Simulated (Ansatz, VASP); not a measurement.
One calculation of Ca, two programs

```
CELL_PARAMETERS angstrom
-2.15050 2.15050 2.15050
2.15050 -2.15050 2.15050
2.15050 2.15050 -2.15050
ATOMIC_POSITIONS crystal
Ca 0.00000 0.00000 0.00000
```

Alike in both runs: task single point; functional r2SCAN; k mesh 11 × 11 × 11; occupations fermi-dirac, width 0.1 eV; no spin polarisation.

|  | VASP | Ansatz |
| --- | --- | --- |
| version | VASP 6.6.1 | Ansatz 0.2.0 |
| potentials or method | VASP PAW PBE potentials, release 64 (Ca_sv), cutoff 520 eV | plane waves (500 eV) with PAW, scalar-relativistic |
| valence electrons in the cell | 10 | 10 |

|  | VASP | Ansatz | Ansatz less VASP |
| --- | --- | --- | --- |
| pressure (GPa) | 1.7 | 1.7 | -0.08 |

VASP's potentials were made for PBE, not for r2SCAN.
